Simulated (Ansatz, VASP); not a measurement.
# One calculation of Pd, two programs

```
Pd
1.0
     0.00000    1.93735    1.93735
     1.93735    0.00000    1.93735
     1.93735    1.93735    0.00000
Pd
1
Direct
  0.00000 0.00000 0.00000
```

Alike in both runs: functional PBEsol; k mesh 18 × 18 × 18; occupations gaussian, width 0.1 eV; no spin polarisation.

Ansatz relaxed the structure, and its values are those at the end. VASP's run is a single point on that final structure, the one shown.

|  | VASP | Ansatz |
| --- | --- | --- |
| version | VASP 6.6.1 | Ansatz 0.2.0 |
| potentials or method | VASP PAW PBE potentials, release 64 (Pd), cutoff 520 eV | scalar-relativistic, plane waves, PAW |
| valence electrons in the cell | 10 | 18 |

Ansatz gave:

| Item | Value |
| --- | --- |
| gap on the k mesh at the Fermi level (eV) | none |
| pressure (GPa) | 0.0 |

Problem. Estimate VASP's values.

Solution. gap on the k mesh at the Fermi level (eV): none; pressure (GPa): -0.3.

VASP's potentials were made for PBE, not for PBEsol, and Ansatz warns of the same on its side. A gap of «none» marks a metal or a gap that the smearing closes. With one functional, cell and mesh, what is left measures potentials, basis and numerics. VASP's potentials hold 10 valence electrons a cell and Ansatz's 18, so a difference there can come from the potentials and not from the codes.
